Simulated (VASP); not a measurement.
# Si (P2_1/m) in VASP: a series of runs

Si is run at these levels: LDA; tasks: single point.

Everything below comes from runs of VASP 6.6.1. Logs are shortened: lines on timing, memory, paths and dates and some standing lists are left out, and cuts for length are marked.

## (1) The cell of the first run

It takes space group P2_1/m (No. 11, monoclinic). Conventional cell: a = 3.536 Å, b = 6.289 Å, c = 3.899 Å, α = 90.00°, β = 115.42°, γ = 90.00°. Within 3.0 Å of Si (site symmetry 1) lie 4 Si at 2.24 to 2.48 Å.

## (2) Single point, LDA (engineering shear strain xy -0.0267, strain +e along x and -e along y -0.0700)

INCAR

```
SYSTEM = Si
PREC = Accurate
ENCUT = 520
EDIFF = 1E-6
ISMEAR = 0
SIGMA = 0.03
LREAL = .FALSE.
LASPH = .TRUE.
NELM = 100
ALGO = Normal
ISIF = 2
LWAVE = .FALSE.
LCHARG = .FALSE.
NBANDS = 16
```

KPOINTS

```
Automatic mesh
0
G
  12 12 6
  0 0 0
```

POSCAR

```
Si
1.0
    3.5355671602     -0.0507524963      0.0000000000
   -1.8117365313      3.5481970502      0.0000000000
    0.0000000000      0.0000000000      6.2886938331
Si
4
Direct
    0.3333333333      0.6666666667      0.0630360460
    0.6666666667      0.3333333333      0.5630360460
    0.3333333333      0.6666666667      0.4369639540
    0.6666666667      0.3333333333      0.9369639540
```

Potentials or basis: VASP PAW LDA potentials, release 64 (Si).

Started as:

```
> cat potpaw_LDA.64/Si/POTCAR > POTCAR
> mpirun -np 1 vasp_std > vasp.out
```

OUTCAR:

```text
SYSTEM = Si
   PREC = Accurate
   ENCUT = 520
   EDIFF = 1E-6
   ISMEAR = 0
   LREAL = .FALSE.
   LASPH = .TRUE.
   NELM = 100
   ISIF = 2

 ion  position               nearest neighbor table
   1  0.333  0.667  0.063-   4 2.24   4 2.29   3 2.35   4 2.48
   2  0.667  0.333  0.563-   3 2.24   3 2.29   4 2.35   3 2.48
   3  0.333  0.667  0.437-   2 2.24   2 2.29   1 2.35   2 2.48
   4  0.667  0.333  0.937-   1 2.24   1 2.29   2 2.35   1 2.48

  LATTYP: Found a simple monoclinic cell.
 ALAT       =     3.5359314134
 B/A-ratio  =     1.7785112599
 C/A-ratio  =     1.1027345012
 COS(beta)  =    -0.4291792498

  Lattice vectors:

 A1 = (   3.5355671602,  -0.0507524963,   0.0000000000)
 A2 = (   0.0000000000,   0.0000000000,   6.2886938331)
 A3 = (  -1.7238306289,  -3.4974445539,   0.0000000000)

Analysis of symmetry for initial positions (statically):
=====================================================================
 Subroutine PRICEL returns:
 Original cell was already a primitive cell.

 Routine SETGRP: Setting up the symmetry group for a
 simple monoclinic supercell.

 Subroutine GETGRP returns: Found  4 space group operations
 (whereof  2 operations were pure point group operations)
 out of a pool of  4 trial point group operations.

The static configuration has the point symmetry S_2 .
 The point group associated with its full space group is C_2h.

Analysis of symmetry for dynamics (positions and initial velocities):
=====================================================================
 Subroutine PRICEL returns:
 Original cell was already a primitive cell.

 Routine SETGRP: Setting up the symmetry group for a
 simple monoclinic supercell.

 Subroutine GETGRP returns: Found  4 space group operations
 (whereof  2 operations were pure point group operations)
 out of a pool of  4 trial point group operations.

The dynamic configuration has the point symmetry S_2 .
 The point group associated with its full space group is C_2h.

 Subroutine INISYM returns: Found  4 space group operations
 (whereof  2 operations are pure point group operations),
 and found     1 'primitive' translations

----------------------------------------------------------------------------------------

                                     Primitive cell

  volume of cell :      78.3127

  direct lattice vectors                    reciprocal lattice vectors
     3.535567160 -0.050752496  0.000000000     0.284928490  0.145486664  0.000000000
    -1.811736531  3.548197050  0.000000000     0.004075544  0.283914280  0.000000000
[... 94 lines left out ...]
   NFREE  =      0    steps in history (QN), initial steepest desc. (CG)
   ISIF   =      2    stress and relaxation
   ISYM   =      2    0-nonsym 1-usesym 2-fastsym
   POTIM  = 0.5000    time-step for ionic-motion
   TEBEG  =    0.0;   TEEND  =   0.0 temperature during run
   PSTRESS=    0.0 pullay stress
   NELECT =      16.0000    total number of electrons
   NUPDOWN=      -1.0000    fix difference up-down
   EMIN   =  10.00;   EMAX   =-10.00  energy-range for DOS
   EFERMI =   0.00;   METHOD = LEGACY
   ISMEAR =     0;   SIGMA  =   0.03  broadening in eV -4-tet -1-fermi 0-gaus
   EFERMI_NEDOS =   21; number of points for ismear=-14 and -15
   IALGO  =     38    algorithm
   IMIX   =      4    mixing-type and parameters
     AMIX     =   0.40;   BMIX     =  1.00
     AMIX_MAG =   1.60;   BMIX_MAG =  1.00
  volume/ion in A,a.u.               =      19.58       132.12
  Fermi-wavevector in a.u.,A,eV,Ry     =   0.964208  1.822089 12.649296  0.929697
  Thomas-Fermi vector in A             =   2.093820
   LORBIT       =      0    0 simple, 1 ext, 2 COOP (PROOUT), +10 PAW based schemes
   GGA     = CA    functional components
   LHFCALC =     F    Hartree Fock is set to
   AEXX    =    0.0000 exact exchange contribution
   IVDW    =     0    specifies the selected vdW correction
   LEPSILON=     F    determine dielectric tensor
   LRPA    =     F    only Hartree local field effects (RPA)
 non-spin polarized calculation
 Gauss-broadening in eV      SIGMA  =   0.03
  energy-cutoff  :      520.00
  volume of cell :       78.31
 maximum number of plane-waves:      2128
 NGX is ok and might be reduce to    28
   NGX = 13   NGY = 15   NGZ = 23

 number of electron      16.0000000 magnetization

 Free energy of the ion-electron system (eV)
  ---------------------------------------------------
  ext. energy  EPLUGINS =         0.00000000
  ---------------------------------------------------
  free energy    TOTEN  =       -23.36461016 eV

  energy without entropy =      -23.36450859  energy(sigma->0) =      -23.36455937

 E-fermi :   6.2778     XC(G=0):  -9.6894

 val. band max:        6.2740785287   @ k =   0.5000   0.5000   0.0000
 cond. band min:       6.2872002248   @ k =   0.4167   0.0000   0.3333
 fundamental gap:      0.0131216961
 Fermi energy:         6.2777987673

 k-point     1 :       0.0000    0.0000    0.0000
  band No.  band energies     occupation
      1      -6.1577      2.00000
      2      -3.8293      2.00000
      3      -1.1498      2.00000
      4       4.2571      2.00000
      5       5.2105      2.00000
      6       5.8765      2.00000
[... 433 lines left out ...]
      3      -1.5771      2.00000
      4       0.9404      2.00000
      5       1.3380      2.00000
      6       1.9829      2.00000
[... 8 lines left out ...]
     15      12.8430      0.00000
     16      13.9151      0.00000

 [... further k-points ...]

------------------------ aborting loop because EDIFF is reached ----------------------------------------

  FORCE on cell =-STRESS in cart. coord.  units (eV):
  Direction    XX          YY          ZZ          XY          YZ          ZX
  --------------------------------------------------------------------------------------
  -------------------------------------------------------------------------------------
  Total        6.9450731     -4.6669856      0.0091421      1.1650815      0.0000000      0.0000000
  in kB      142.0872464    -95.4805110      0.1870363     23.8360665      0.0000000      0.0000000
  external PRESSURE =      15.5979239 kB  Pullay stress =       0.0000000 kB

 VOLUME and BASIS-vectors are now :
 -----------------------------------------------------------------------------
  energy-cutoff  :      520.00
  volume of cell :       78.31
      direct lattice vectors                 reciprocal lattice vectors
     3.535567160 -0.050752496  0.000000000     0.284928490  0.145486664  0.000000000
    -1.811736531  3.548197050  0.000000000     0.004075544  0.283914280  0.000000000
     0.000000000  0.000000000  6.288693833     0.000000000  0.000000000  0.159015533

 POSITION                                       TOTAL-FORCE (eV/Angst)
 -----------------------------------------------------------------------------------
     -0.02930      2.34855      0.39641         0.351737      1.000276      0.168747
      1.75313      1.14890      3.54076        -0.351737     -1.000276      0.168747
     -0.02930      2.34855      2.74793         0.351737      1.000276     -0.168747
      1.75313      1.14890      5.89228        -0.351737     -1.000276     -0.168747
 -----------------------------------------------------------------------------------
    total drift:                                0.000000     -0.000000      0.000000

  FREE ENERGIE OF THE ION-ELECTRON SYSTEM (eV)
  ---------------------------------------------------
  free  energy   TOTEN  =       -23.3646101610 eV

  energy  without entropy=      -23.3645085874  energy(sigma->0) =      -23.36455937
```

Run time: 3.9 min. Hardware: 1 thread of Intel Xeon Platinum 8259CL at 2.50GHz (Skylake/Cascade Lake), shared host; peak memory 0.35 GiB.

What came out:

```yaml
Free_energy: -23.3646 eV
Pressure: 1.6 GPa
Largest_force: 1.074 eV/Å
Band_gap_on_the_k_mesh: zero (bands 8 and 9 overlap by 0.62 eV)
```

Forces in eV/Å, atoms in the order of the input:
```
Si   0.352  1.000  0.169
Si  -0.352 -1.000  0.169
Si   0.352  1.000 -0.169
Si  -0.352 -1.000 -0.169
```

Stress tensor (GPa, compression positive):
```
14.21  2.38  0.00
 2.38 -9.55  0.00
 0.00  0.00  0.02
```

Caveat: the cell differs from its parent crystal (engineering shear strain xy -0.0267, strain +e along x and -e along y -0.0700); the stress differs along the axes, from -10 to 14 GPa; semilocal functionals underestimate gaps, and a narrow one can read as zero; forces of over 1 eV/Å act on the atoms, so gaps and moduli don't describe the material at rest.

## (3) Single point, LDA (engineering shear strain xy -0.0533, strain +e along x and -e along y +0.0700)

INCAR

```
PREC = Accurate
ENCUT = 520
EDIFF = 1E-6
ISMEAR = 0
SIGMA = 0.03
LREAL = F
LASPH = T
NELM = 60
ALGO = Normal
ISIF = 2
LWAVE = F
LCHARG = F
GGA = CA
NBANDS = 16
```

KPOINTS

```
regular mesh
0
Gamma
  12 12 6
```

Changes to POSCAR since step 2:

```diff
@@ -2,4 +2,4 @@
 1.0
-    3.5355671602     -0.0507524963      0.0000000000
-   -1.8117365313      3.5481970502      0.0000000000
+    4.0678030768     -0.1013149084      0.0000000000
+   -2.1216428229      3.1125484317      0.0000000000
     0.0000000000      0.0000000000      6.2886938331
```

Potentials or basis: VASP PAW LDA potentials, release 64 (Si).

Started as:

```
> cat potpaw_LDA.64/Si/POTCAR > POTCAR
> mpirun -np 1 vasp_std > vasp.out
```

OUTCAR:

```text
PREC = Accurate
   ENCUT = 520
   EDIFF = 1E-6
   ISMEAR = 0
   LREAL = F
   LASPH = T
   NELM = 60
   ISIF = 2
   GGA = CA

 ion  position               nearest neighbor table
   1  0.333  0.667  0.063-   4 2.19   3 2.35   4 2.36   4 2.46
   2  0.667  0.333  0.563-   3 2.19   4 2.35   3 2.36   3 2.46
   3  0.333  0.667  0.437-   2 2.19   1 2.35   2 2.36   2 2.46
   4  0.667  0.333  0.937-   1 2.19   2 2.35   1 2.36   1 2.46

  Warning from LATTYP: Monoclinic adjustment (A1->A3, A2->A1, A3->A2)!
  Warning from LATTYP: Got some problem with cell dimensions!
  Tried to take original basis but could not verify dimensions!
  LATTYP: Found a simple monoclinic cell.
 ALAT       =     3.5853963610
 B/A-ratio  =     1.7539745121
 C/A-ratio  =     1.0506152735
 COS(beta)  =    -0.3882465682

  Lattice vectors:

 A1 = (   1.9461602539,   3.0112335233,   0.0000000000)
 A2 = (   0.0000000000,   0.0000000000,   6.2886938331)
 A3 = (   2.1216428229,  -3.1125484317,   0.0000000000)

Analysis of symmetry for initial positions (statically):
=====================================================================
 Subroutine PRICEL returns:
 Original cell was already a primitive cell.

 Routine SETGRP: Setting up the symmetry group for a
 simple monoclinic supercell.

 Subroutine GETGRP returns: Found  4 space group operations
 (whereof  2 operations were pure point group operations)
 out of a pool of  4 trial point group operations.

The static configuration has the point symmetry S_2 .
 The point group associated with its full space group is C_2h.

Analysis of symmetry for dynamics (positions and initial velocities):
=====================================================================
 Subroutine PRICEL returns:
 Original cell was already a primitive cell.

 Routine SETGRP: Setting up the symmetry group for a
 simple monoclinic supercell.

 Subroutine GETGRP returns: Found  4 space group operations
 (whereof  2 operations were pure point group operations)
 out of a pool of  4 trial point group operations.

The dynamic configuration has the point symmetry S_2 .
 The point group associated with its full space group is C_2h.

 Subroutine INISYM returns: Found  4 space group operations
 (whereof  2 operations are pure point group operations),
 and found     1 'primitive' translations

----------------------------------------------------------------------------------------

                                     Primitive cell

  volume of cell :      78.2708

  direct lattice vectors                    reciprocal lattice vectors
     4.067803077 -0.101314908  0.000000000     0.250078612  0.170464011  0.000000000
    -2.121642823  3.112548432  0.000000000     0.008140176  0.326828825  0.000000000
     0.000000000  0.000000000  6.288693833     0.000000000  0.000000000  0.159015533

  length of vectors
     4.069064583  3.766872178  6.288693833     0.302650444  0.326930181  0.159015533

  position of ions in fractional coordinates (direct lattice)
     0.333333333  0.666666667  0.063036046
[... 33 lines left out ...]
 ===========================================

 Found    296 irreducible k-points:

 Following reciprocal coordinates:
            Coordinates               Weight
  0.000000  0.000000  0.000000      1.000000
  0.083333  0.000000  0.000000      2.000000
  0.166667 -0.000000  0.000000      2.000000
  0.250000  0.000000  0.000000      2.000000
  0.333333  0.000000  0.000000      2.000000
  0.416667  0.000000  0.000000      2.000000
[... 16 lines left out ...]
  0.250000  0.166667  0.000000      2.000000
  0.333333  0.166667  0.000000      2.000000
 [... further k-points ...]
   k-points           NKPTS =    296   k-points in BZ     NKDIM =    296   number of bands    NBANDS=     16
   number of dos      NEDOS =    301   number of ions     NIONS =      4
   total plane-waves  NPLWV =  40320
   dimension x,y,z NGX =    30 NGY =   28 NGZ =   48
   dimension x,y,z NGXF=    60 NGYF=   56 NGZF=   96
   ions per type =               4
   NGX,Y,Z   is equivalent  to a cutoff of  12.26, 12.36, 12.69 a.u.
   NGXF,Y,Z  is equivalent  to a cutoff of  24.51, 24.71, 25.38 a.u.
 SYSTEM =  unknown system
   PREC   = accura    normal or accurate (medium, high low for compatibility)
   ISTART =      0    job   : 0-new  1-cont  2-samecut
   ICHARG =      2    charge: 1-file 2-atom 10-const
   ISPIN  =      1    spin polarized calculation?
   LNONCOLLINEAR =      F non collinear calculations
   LSORBIT =      F    spin-orbit coupling
   LASPH  =      T    aspherical Exc in radial PAW
   ENCUT  =  520.0 eV  38.22 Ry    6.18 a.u.   7.57  7.00 11.69*2*pi/ulx,y,z
   NELM   =     60;   NELMIN=  2; NELMDL= -5     # of ELM steps
   EDIFF  = 0.1E-05   stopping-criterion for ELM
   LREAL  =      F    real-space projection
   EDIFFG = 0.1E-04   stopping-criterion for IOM
   NSW    =      0    number of steps for IOM
   IBRION =     -1    ionic relax: 0-MD 1-quasi-New 2-CG
   NFREE  =      0    steps in history (QN), initial steepest desc. (CG)
   ISIF   =      2    stress and relaxation
   ISYM   =      2    0-nonsym 1-usesym 2-fastsym
   POTIM  = 0.5000    time-step for ionic-motion
   TEBEG  =    0.0;   TEEND  =   0.0 temperature during run
   PSTRESS=    0.0 pullay stress
   NELECT =      16.0000    total number of electrons
   NUPDOWN=      -1.0000    fix difference up-down
   EMIN   =  10.00;   EMAX   =-10.00  energy-range for DOS
   EFERMI =   0.00;   METHOD = LEGACY
   ISMEAR =     0;   SIGMA  =   0.03  broadening in eV -4-tet -1-fermi 0-gaus
   EFERMI_NEDOS =   21; number of points for ismear=-14 and -15
   IALGO  =     38    algorithm
   IMIX   =      4    mixing-type and parameters
     AMIX     =   0.40;   BMIX     =  1.00
     AMIX_MAG =   1.60;   BMIX_MAG =  1.00
  volume/ion in A,a.u.               =      19.57       132.05
  Fermi-wavevector in a.u.,A,eV,Ry     =   0.964380  1.822414 12.653807  0.930029
  Thomas-Fermi vector in A             =   2.094006
   LORBIT       =      0    0 simple, 1 ext, 2 COOP (PROOUT), +10 PAW based schemes
   GGA     = CA    functional components
   LHFCALC =     F    Hartree Fock is set to
   AEXX    =    0.0000 exact exchange contribution
   IVDW    =     0    specifies the selected vdW correction
   LEPSILON=     F    determine dielectric tensor
   LRPA    =     F    only Hartree local field effects (RPA)
 non-spin polarized calculation
 Gauss-broadening in eV      SIGMA  =   0.03
  energy-cutoff  :      520.00
  volume of cell :       78.27
 maximum number of plane-waves:      2132
   NGX = 15   NGY = 13   NGZ = 23

 number of electron      16.0000000 magnetization

 Free energy of the ion-electron system (eV)
  ---------------------------------------------------
  ext. energy  EPLUGINS =         0.00000000
  ---------------------------------------------------
  free energy    TOTEN  =       -23.30429561 eV

  energy without entropy =      -23.30417993  energy(sigma->0) =      -23.30423777

 E-fermi :   6.0861     XC(G=0):  -9.6931

 val. band max:        6.0627448818   @ k =   0.0000   0.0000   0.0000
 cond. band min:       6.0911351140   @ k =   0.0000   0.5000   0.3333
 fundamental gap:      0.0283902322
 Fermi energy:         6.0861245921

 k-point     1 :       0.0000    0.0000    0.0000
  band No.  band energies     occupation
      1      -6.1589      2.00000
      2      -3.8326      2.00000
      3      -1.1454      2.00000
      4       4.4141      2.00000
      5       5.0053      2.00000
      6       5.9169      2.00000
[... 433 lines left out ...]
      3      -1.5209      2.00000
      4       0.5638      2.00000
      5       1.4681      2.00000
      6       2.1681      2.00000
[... 8 lines left out ...]
     15      12.0799      0.00000
     16      12.6333      0.00000

 [... further k-points ...]

------------------------ aborting loop because EDIFF is reached ----------------------------------------

  FORCE on cell =-STRESS in cart. coord.  units (eV):
  Direction    XX          YY          ZZ          XY          YZ          ZX
  --------------------------------------------------------------------------------------
  -------------------------------------------------------------------------------------
  Total       -4.8873488      7.5169017      0.1016884      2.0824000      0.0000000      0.0000000
  in kB     -100.0423529    153.8683987      2.0815273     42.6260140      0.0000000      0.0000000
  external PRESSURE =      18.6358577 kB  Pullay stress =       0.0000000 kB

 VOLUME and BASIS-vectors are now :
 -----------------------------------------------------------------------------
  energy-cutoff  :      520.00
  volume of cell :       78.27
      direct lattice vectors                 reciprocal lattice vectors
     4.067803077 -0.101314908  0.000000000     0.250078612  0.170464011  0.000000000
    -2.121642823  3.112548432  0.000000000     0.008140176  0.326828825  0.000000000
     0.000000000  0.000000000  6.288693833     0.000000000  0.000000000  0.159015533

 POSITION                                       TOTAL-FORCE (eV/Angst)
 -----------------------------------------------------------------------------------
     -0.05849      2.04126      0.39641         0.298970     -1.521247      0.235981
      2.00465      0.96997      3.54076        -0.298970      1.521247      0.235981
     -0.05849      2.04126      2.74793         0.298970     -1.521247     -0.235981
      2.00465      0.96997      5.89228        -0.298970      1.521247     -0.235981
 -----------------------------------------------------------------------------------
    total drift:                               -0.000000      0.000000      0.000000

  FREE ENERGIE OF THE ION-ELECTRON SYSTEM (eV)
  ---------------------------------------------------
  free  energy   TOTEN  =       -23.3042956063 eV

  energy  without entropy=      -23.3041799340  energy(sigma->0) =      -23.30423777
```

stdout:

```text
POSCAR found type information on POSCAR Si
 POSCAR found :  1 types and       4 ions
 scaLAPACK will be used
 LDA part: xc-table for (Slater(with rela. corr.)+CA(PZ))
 , standard interpolation
 POSCAR, INCAR and KPOINTS ok, starting setup
 FFT: planning ... GRIDC
 FFT: planning ... GRID_SOFT
 FFT: planning ... GRID
 WAVECAR not read
 entering main loop
```

Run time: 5.9 min. Hardware: 1 thread of Intel Xeon Platinum 8259CL at 2.50GHz (Skylake/Cascade Lake), shared host; peak memory 0.35 GiB.

What came out:

* Free energy: -23.3043 eV
* Pressure: 1.9 GPa
* Largest force: 1.568 eV/Å
* Band gap on the k mesh: zero (bands 8 and 9 overlap by 0.82 eV)

Forces on the atoms (eV/Å):
```
Si   0.299 -1.521  0.236
Si  -0.299  1.521  0.236
Si   0.299 -1.521 -0.236
Si  -0.299  1.521 -0.236
```

Levels at points of the mesh, in eV from the Fermi level:
```tsv
k point	band 6	band 7	band 8	band 9	band 10	band 11
(0.00, 0.00, 0.00)	-0.17	-0.02	0.45	0.47	1.76	2.39
(0.50, 0.00, 0.00)	-3.16	-2.44	-1.06	0.68	2.72	3.04
(0.00, 0.50, 0.00)	-3.75	-2.96	-2.01	-0.37	1.39	2.46
(0.50, 0.50, 0.00)	-2.99	-2.06	-0.52	1.34	3.13	3.45
(0.00, 0.00, 0.50)	-1.02	-0.44	-0.44	1.33	1.33	2.65
(0.50, 0.00, 0.50)	-2.51	-1.93	-1.93	1.16	1.16	1.75
(0.00, 0.50, 0.50)	-3.07	-2.21	-2.21	0.18	0.18	1.84
(0.50, 0.50, 0.50)	-2.55	-1.46	-1.46	1.34	1.34	2.14
```

Caveat: the cell differs from its parent crystal (engineering shear strain xy -0.0533, strain +e along x and -e along y +0.0700); the stress differs along the axes, from -10 to 15 GPa; forces of over 1 eV/Å act on the atoms, so gaps and moduli don't describe the material at rest.

The gap in the log of VASP goes by the Fermi energy; the results here count the filled bands.